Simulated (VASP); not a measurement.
A run of VASP 6.6.1:

Contents of INCAR:

```
SYSTEM = CdTe
ALGO = Normal
EDIFF = 1E-6
ENCUT = 500
GGA = RE
GGA_COMPAT = .FALSE.
ISIF = 2
ISMEAR = 1
LASPH = .TRUE.
LCHARG = .FALSE.
LREAL = .FALSE.
LWAVE = .FALSE.
NBANDS = 16
NELM = 120
PREC = Accurate
SIGMA = 0.05
```

KPOINTS

```
k-points
0
G
  8 8 8
  0 0 0
```

File POSCAR:

```
CdTe
1.0
    0.0000000000      3.1626643605      3.1626643605
    3.1626643605      0.0000000000      3.1626643605
    3.1626643605      3.1626643605      0.0000000000
Cd Te
1 1
Direct
    0.0000000000      0.0000000000      0.0000000000
    0.7500000000      0.7500000000      0.7500000000
```

Potentials or basis: VASP PAW PBE potentials, release 64 (Cd, Te).

The run is started by

```bash
$ cat potpaw_PBE.64/Cd/POTCAR potpaw_PBE.64/Te/POTCAR > POTCAR
$ mpirun -np 1 vasp_std > vasp.out
```

Hardware: 1 thread of Intel Xeon 8259CL (shared host).

**Question.** Estimate the wall time of this run.

**Answer.** Wall time 52 s on 1 thread of Intel Xeon 8259CL, on a shared host, peak memory 0.21 GiB. Counts: scf iterations 14, k points 29.
